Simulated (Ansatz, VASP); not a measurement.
## BN in VASP and in Ansatz

Contents of INCAR:

```
PREC = Accurate
ENCUT = 520
EDIFF = 1E-7
ISMEAR = 0
SIGMA = 0.01
LREAL = F
LASPH = T
NELM = 60
ALGO = Normal
ISIF = 2
LWAVE = F
LCHARG = F
GGA = PE
NBANDS = 11
```

The input KPOINTS:

```
regular mesh
0
Gamma
  10 10 10
```

The input POSCAR:

```
BN
1.0
    0.0000000000      1.8302083101      1.8302083101
    1.8302083101      0.0000000000      1.8302083101
    1.8302083101      1.8302083101      0.0000000000
B N
1 1
Direct
    0.0000000000      0.0000000000      0.0000000000
    0.2500000000      0.2500000000      0.2500000000
```

Input for Ansatz:

```yaml
crystal:
  lattice:
    - [0.0, 1.8302083101, 1.8302083101]
    - [1.8302083101, 0.0, 1.8302083101]
    - [1.8302083101, 1.8302083101, 0.0]
  atoms:
    - { symbol: B, position: [0.0, 0.0, 0.0] }
    - { symbol: "N", position: [0.25, 0.25, 0.25] }
kpoints:
  mp_grid: { grid: [10, 10, 10] }
hamiltonian:
  xc: pbe
scf:
  occupations: { method: fixed }
  n_extra_bands: 4
output:
  forces: true
  stress: true
  eigenvalues: true
```

Alike in both runs: task single point; functional PBE; k mesh 10 × 10 × 10; no spin polarisation.

|  | VASP | Ansatz |
| --- | --- | --- |
| version | VASP 6.6.1 | Ansatz 0.2.0 |
| potentials or method | VASP PAW PBE potentials, release 64 (B, N) | plane waves, PAW |
| plane-wave cutoff (eV) | 520 | 420 |
| occupations | gaussian, width 0.01 eV | fixed |
| valence electrons in the cell | 8 | 8 |

Ansatz gave:

- gap on the k mesh at the Fermi level (eV): 4.43
- pressure (GPa): -10.4

What did VASP give for the same quantities?

gap on the k mesh at the Fermi level (eV): 4.42; pressure (GPa): -10.2.
